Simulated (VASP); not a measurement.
Input of a VASP 6.6.1 run:

File INCAR:

```
SYSTEM = Mg
  ALGO = Normal
  EDIFF = 1E-7
  ENCUT = 520
  ISIF = 2
  ISMEAR = -1
  LASPH = .True.
  LCHARG = .False.
  LREAL = .False.
  LWAVE = .False.
  NBANDS = 7
  NELM = 60
  PREC = Accurate
  SIGMA = 0.1
```

File KPOINTS:

```
k-points
0
Gamma
  12 12 12
  0 0 0
```

The input POSCAR:

```
Mg
1.0
    3.0349882843      0.0000000000      0.0000000000
    0.0000000000      3.0349882843      0.0000000000
    0.0000000000      0.0000000000      3.0349882843
Mg
1
Direct
    0.0000000000      0.0000000000      0.0000000000
```

Potentials or basis: VASP PAW LDA potentials, release 64 (Mg).

The run is started by

```console
$ cat potpaw_LDA.64/Mg/POTCAR > POTCAR
$ mpirun -np 1 vasp_std > vasp.out
```

(1) What does it give for the pressure?

(2) What does it give for the band gap on the k mesh?

Answers

(1) -1.8 GPa.

(2) zero (band 1 reaches 5.85 eV, above the bottom of band 2 at -0.37 eV).
